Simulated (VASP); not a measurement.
A run of VASP 6.6.1 is set up as follows.

INCAR

```
ALGO     = Normal         # electronic algorithm
EDIFF    = 1E-7           # SCF threshold, eV
EDIFFG   = -0.04          # ionic threshold
ENCUT    = 600            # plane-wave cutoff, eV
GGA      = PE             # functional
IBRION   = 2              # ionic algorithm
ISIF     = 3              # what is computed and relaxed
ISMEAR   = 0              # smearing method
LASPH    = True           # aspherical terms in the spheres
LCHARG   = False          # write CHGCAR
LREAL    = False          # projectors in reciprocal space
LWAVE    = False          # write WAVECAR
NELM     = 100            # most SCF steps
NSW      = 90             # ionic steps
PREC     = Accurate       # precision mode
SIGMA    = 0.1            # smearing width, eV
```

File KPOINTS:

```
k-points
0
Gamma
  6 6 6
```

POSCAR

```
TaNbO
1.0
   -2.3732386500      2.3732386500      2.0504308200
    2.3732386500     -2.3732386500      2.0504308200
    2.3732386500      2.3732386500     -2.0504308200
Ta Nb O
1 1 1
Direct
    0.7500000000      0.2500000000      0.5000000000
    0.5000000000      0.5000000000      0.0000000000
    0.2500000000      0.7500000000      0.5000000000
```

Potentials or basis: VASP PAW PBE potentials, release 64 (Ta_pv, Nb_sv, O).

Command:

```sh
$ cat potpaw_PBE.64/Ta_pv/POTCAR potpaw_PBE.64/Nb_sv/POTCAR potpaw_PBE.64/O/POTCAR > POTCAR
$ mpirun -np 1 vasp_std > vasp.out
```

(1) Estimate the relaxed cell.

(2) Estimate the band gap on the k mesh.

## Answers

(1) a = 4.182 Å, b = 4.182 Å, c = 4.182 Å, α = 102.55°, β = 102.55°, γ = 124.44°.

(2) zero (band 15 reaches 7.22 eV, above the bottom of band 16 at 5.80 eV).

Caveat: spin-orbit coupling is left out, which moves the levels of the heavy elements.
